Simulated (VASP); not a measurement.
Here is a VASP 6.6.1 calculation.

Contents of INCAR:

```
PREC = Accurate
ENCUT = 520
EDIFF = 1E-6
ISMEAR = -1
SIGMA = 0.03
LREAL = False
LASPH = True
NELM = 60
ALGO = Normal
ISIF = 2
LWAVE = False
LCHARG = False
GGA = PS
NBANDS = 19
```

File KPOINTS:

```
regular mesh
0
Gamma
  18 18 8
```

File POSCAR:

```
Zn
1.0
    2.6287828538      0.0000000000      0.0000000000
   -1.3143914269      2.2765927324      0.0000000000
    0.0000000000      0.0000000000      4.8798445072
Zn
2
Direct
    0.3333333333      0.6666666667      0.2500000000
    0.6666666667      0.3333333333      0.7500000000
```

Potentials or basis: VASP PAW PBE potentials, release 64 (Zn).

Run with:

```console
$ cat potpaw_PBE.64/Zn/POTCAR > POTCAR
$ mpirun -np 1 vasp_std > vasp.out
```

Q: Estimate the band gap on the k mesh.

A: Zero (bands 12 and 13 overlap by 4.64 eV).

Q: Estimate the pressure.

A: -2.1 GPa.

Stress tensor (GPa, compression positive):
```
-2.43  0.00  0.00
 0.00 -2.43  0.00
 0.00  0.00 -1.43
```

Caveat: the PAW data sets were made with another functional, which shifts forces and pressure a little.
